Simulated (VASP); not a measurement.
# KCl in VASP: settings compared, part 2 of 2

VASP 6.6.1. Earlier steps stand in the parts before.

## (4) Electric field gradients, LDA

This run uses another cell than the first one, of the same volume but with other edges.

The input, INCAR:

```
SYSTEM = KCl
ALGO = Normal
EDIFF = 1E-8
ENCUT = 520
ISIF = 2
ISMEAR = -1
LASPH = .True.
LCHARG = .False.
LEFG = .True.
LREAL = .False.
LWAVE = .False.
NBANDS = 15
NELM = 100
PREC = Accurate
SIGMA = 0.01
```

The input, KPOINTS:

```
k-points
0
Gamma
  7 7 7
  0 0 0
```

The input, POSCAR:

```
KCl
1.0
    3.6340000000      0.0000000000      0.0000000000
    0.0000000000      3.6340000000      0.0000000000
    0.0000000000      0.0000000000      3.6340000000
K Cl
1 1
Direct
    0.0000000000      0.0000000000      0.0000000000
    0.5000000000      0.5000000000      0.5000000000
```

Potentials or basis: VASP PAW LDA potentials, release 64 (K_sv, Cl).

The run is started by

```sh
$ cat potpaw_LDA.64/K_sv/POTCAR potpaw_LDA.64/Cl/POTCAR > POTCAR
$ mpirun -np 1 vasp_std > vasp.out
```

OUTCAR:

```text
SYSTEM = KCl
   EDIFF = 1E-8
   ENCUT = 520
   ISIF = 2
   ISMEAR = -1
   LASPH = .True.
   LREAL = .False.
   NELM = 100
   PREC = Accurate

 ion  position               nearest neighbor table
   1  0.000  0.000  0.000-   2 3.15   2 3.15   2 3.15   2 3.15   2 3.15   2 3.15   2 3.15   2 3.15

   2  0.500  0.500  0.500-   1 3.15   1 3.15   1 3.15   1 3.15   1 3.15   1 3.15   1 3.15   1 3.15

  LATTYP: Found a simple cubic cell.
 ALAT       =     3.6340000000

  Lattice vectors:

 A1 = (   3.6340000000,   0.0000000000,   0.0000000000)
 A2 = (   0.0000000000,   3.6340000000,   0.0000000000)
 A3 = (   0.0000000000,   0.0000000000,   3.6340000000)

Analysis of symmetry for initial positions (statically):
=====================================================================
 Subroutine PRICEL returns:
 Original cell was already a primitive cell.

 Routine SETGRP: Setting up the symmetry group for a
 simple cubic supercell.

[... 541 lines left out ...]
  volume of cell :       47.99
      direct lattice vectors                 reciprocal lattice vectors
     3.634000000  0.000000000  0.000000000     0.275178866  0.000000000  0.000000000
     0.000000000  3.634000000  0.000000000     0.000000000  0.275178866  0.000000000
     0.000000000  0.000000000  3.634000000     0.000000000  0.000000000  0.275178866

 POSITION                                       TOTAL-FORCE (eV/Angst)
 -----------------------------------------------------------------------------------
      0.00000      0.00000      0.00000         0.000000      0.000000      0.000000
      1.81700      1.81700      1.81700         0.000000      0.000000      0.000000
 -----------------------------------------------------------------------------------
    total drift:                               -0.000000      0.000000      0.000000

  FREE ENERGIE OF THE ION-ELECTRON SYSTEM (eV)
  ---------------------------------------------------
  free  energy   TOTEN  =        -7.3480818536 eV

  energy  without entropy=       -7.3480818536  energy(sigma->0) =       -7.34808185

 Electric field gradients (V/A^2)
---------------------------------------------------------------------
 ion       V_xx      V_yy      V_zz      V_xy      V_xz      V_yz
---------------------------------------------------------------------
   1       0.000     0.000     0.000     0.000     0.000     0.000
   2       0.000     0.000    -0.000    -0.000     0.000    -0.000
---------------------------------------------------------------------

 Electric field gradients after diagonalization (V/A^2)
 (convention: |V_zz| > |V_xx| > |V_yy|)
----------------------------------------------------------------------
 ion       V_xx      V_yy      V_zz     asymmetry (V_yy - V_xx)/ V_zz
----------------------------------------------------------------------
   1       0.000     0.000     0.000      -0.392
   2       0.000     0.000    -0.000       0.524
----------------------------------------------------------------------

           NMR quadrupolar parameters

 Cq : quadrupolar parameter    Cq=e*Q*V_zz/h
 eta: asymmetry parameters     (V_yy - V_xx)/ V_zz
 Q  : nuclear electric quadrupole moment in mb (millibarn)
----------------------------------------------------------------------
 ion       Cq(MHz)       eta       Q (mb)
----------------------------------------------------------------------
   1       0.000      -0.392       1.000
   2      -0.000       0.524       1.000
----------------------------------------------------------------------
```

Run time: 25 s. Hardware: 1 thread of Intel Xeon 6975P-C, shared host; peak memory 0.14 GiB.

What came out:

- Free energy: -7.3481 eV
- Pressure: 0.2 GPa
- Band gap on the k mesh: 5.17 eV, indirect (least direct gap 5.38 eV)

Caveat: without QUAD_EFG the Cq values of the log hold for a quadrupole moment of 1 mb, not for the nuclei.

## (5) Electric field gradients, r2SCAN

This run uses another cell than the first one, of the same volume but with other edges.

POSCAR is that of step 4.

The input, INCAR.step1:

```
SYSTEM = KCl
ALGO = Normal
EDIFF = 1E-4
ENCUT = 520
GGA = PE
ISMEAR = -1
LASPH = .TRUE.
LCHARG = .FALSE.
LREAL = .FALSE.
LWAVE = .TRUE.
NBANDS = 15
NELM = 80
PREC = Accurate
SIGMA = 0.01
```

The input, INCAR.step2:

```
SYSTEM = KCl
ALGO = Normal
EDIFF = 1E-8
ENCUT = 520
ISIF = 2
ISMEAR = -1
ISTART = 1
LASPH = .TRUE.
LCHARG = .FALSE.
LEFG = .TRUE.
LMIXTAU = .TRUE.
LREAL = .FALSE.
LWAVE = .FALSE.
METAGGA = R2SCAN
NBANDS = 15
NELM = 80
PREC = Accurate
SIGMA = 0.01
```

The input, KPOINTS:

```
k-points
0
G
  7 7 7
  0 0 0
```

Potentials or basis: VASP PAW PBE potentials, release 64 (K_sv, Cl).

The run is started by

```sh
$ cat potpaw_PBE.64/K_sv/POTCAR potpaw_PBE.64/Cl/POTCAR > POTCAR
$ cp INCAR.step1 INCAR
$ mpirun -np 1 vasp_std > vasp.out
$ cp INCAR.step2 INCAR
$ mpirun -np 1 vasp_std > vasp.out
```

OUTCAR:

```text
SYSTEM = KCl
   EDIFF = 1E-8
   ENCUT = 520
   ISIF = 2
   ISMEAR = -1
   ISTART = 1
   LASPH = .TRUE.
   LREAL = .FALSE.
   METAGGA = R2SCAN
   NELM = 80
   PREC = Accurate

 ion  position               nearest neighbor table
   1  0.000  0.000  0.000-   2 3.15   2 3.15   2 3.15   2 3.15   2 3.15   2 3.15   2 3.15   2 3.15

   2  0.500  0.500  0.500-   1 3.15   1 3.15   1 3.15   1 3.15   1 3.15   1 3.15   1 3.15   1 3.15

  LATTYP: Found a simple cubic cell.
 ALAT       =     3.6340000000

  Lattice vectors:

 A1 = (   3.6340000000,   0.0000000000,   0.0000000000)
 A2 = (   0.0000000000,   3.6340000000,   0.0000000000)
 A3 = (   0.0000000000,   0.0000000000,   3.6340000000)

Analysis of symmetry for initial positions (statically):
=====================================================================
 Subroutine PRICEL returns:
 Original cell was already a primitive cell.

[... 544 lines left out ...]
  volume of cell :       47.99
      direct lattice vectors                 reciprocal lattice vectors
     3.634000000  0.000000000  0.000000000     0.275178866  0.000000000  0.000000000
     0.000000000  3.634000000  0.000000000     0.000000000  0.275178866  0.000000000
     0.000000000  0.000000000  3.634000000     0.000000000  0.000000000  0.275178866

 POSITION                                       TOTAL-FORCE (eV/Angst)
 -----------------------------------------------------------------------------------
      0.00000      0.00000      0.00000         0.000000      0.000000      0.000000
      1.81700      1.81700      1.81700         0.000000      0.000000      0.000000
 -----------------------------------------------------------------------------------
    total drift:                               -0.000000      0.000000      0.000000

  FREE ENERGIE OF THE ION-ELECTRON SYSTEM (eV)
  ---------------------------------------------------
  free  energy   TOTEN  =       -16.3536412248 eV

  energy  without entropy=      -16.3536412248  energy(sigma->0) =      -16.35364122

 Electric field gradients (V/A^2)
---------------------------------------------------------------------
 ion       V_xx      V_yy      V_zz      V_xy      V_xz      V_yz
---------------------------------------------------------------------
   1      -0.000     0.000    -0.000     0.000    -0.000    -0.000
   2      -0.000    -0.000    -0.000     0.000     0.000    -0.000
---------------------------------------------------------------------

 Electric field gradients after diagonalization (V/A^2)
 (convention: |V_zz| > |V_xx| > |V_yy|)
----------------------------------------------------------------------
 ion       V_xx      V_yy      V_zz     asymmetry (V_yy - V_xx)/ V_zz
----------------------------------------------------------------------
   1       0.000    -0.000    -0.000       0.105
   2      -0.000    -0.000    -0.000      -0.490
----------------------------------------------------------------------

           NMR quadrupolar parameters

 Cq : quadrupolar parameter    Cq=e*Q*V_zz/h
 eta: asymmetry parameters     (V_yy - V_xx)/ V_zz
 Q  : nuclear electric quadrupole moment in mb (millibarn)
----------------------------------------------------------------------
 ion       Cq(MHz)       eta       Q (mb)
----------------------------------------------------------------------
   1      -0.000       0.105       1.000
   2      -0.000      -0.490       1.000
----------------------------------------------------------------------
```

OUTCAR.step1:

```text
SYSTEM = KCl
   EDIFF = 1E-4
   ENCUT = 520
   GGA = PE
   ISMEAR = -1
   LASPH = .TRUE.
   LREAL = .FALSE.
[... 574 lines left out ...]
      0.00000      0.00000      0.00000         0.000000      0.000000      0.000000
      1.81700      1.81700      1.81700         0.000000      0.000000      0.000000
 -----------------------------------------------------------------------------------
    total drift:                               -0.000000      0.000000      0.000000

  FREE ENERGIE OF THE ION-ELECTRON SYSTEM (eV)
  ---------------------------------------------------
  free  energy   TOTEN  =        -6.5499044647 eV

  energy  without entropy=       -6.5499044647  energy(sigma->0) =       -6.54990446
```

Run time: 2.4 min. Hardware: 1 thread of Intel Xeon 6975P-C, shared host; peak memory 0.17 GiB.

Results:

```yaml
Free_energy: -16.3536 eV
Pressure: 3.3 GPa
Band_gap_on_the_k_mesh: 6.43 eV, indirect (least direct gap 6.64 eV)
```

Levels at points of the mesh, in eV from the valence-band top:
| k point | band 5 | band 6 | band 7 | band 8 | band 9 | band 10 | band 11 | band 12 |
| --- | --- | --- | --- | --- | --- | --- | --- | --- |
| (0.00, 0.00, 0.00) | -11.49 | -0.20 | -0.20 | -0.20 | 6.43 | 6.96 | 6.96 | 11.89 |

Caveat: without QUAD_EFG the Cq values of the log hold for a quadrupole moment of 1 mb, not for the nuclei; the PAW data sets were made with another functional, which shifts forces and pressure a little. A k mesh can miss the band edges.

## (6) The runs side by side

| level | potentials or basis | cell | gap on the mesh (eV) | pressure (GPa) |
| --- | --- | --- | --- | --- |
| PBE | VASP PAW PBE potentials, release 64 (K_sv, Cl) | a = 3.581, b = 3.581, c = 3.743 Å, 2 atoms | 5.47 | 4.5 |
| PBE | VASP PAW PBE potentials, release 64 (K_sv, Cl) | a = 3.689, b = 3.689, c = 3.634 Å, 2 atoms | 5.39 | 3.4 |
| LDA | VASP PAW LDA potentials, release 64 (K_sv, Cl) | a = 3.634 Å, 2 atoms | 5.17 | 0.2 |
| r2SCAN | VASP PAW PBE potentials, release 64 (K_sv, Cl) | a = 3.634 Å, 2 atoms | 6.43 | 3.3 |

Alike in all rows: task electric field gradients; no spin polarisation; k mesh 7 × 7 × 7; cutoff (eV) 520; smearing fermi-dirac 0.01 eV.

Caveats: the PAW data sets were made with another functional, which shifts forces and pressure a little (some runs).

Absolute energies hang on the potentials; compare differences alone.
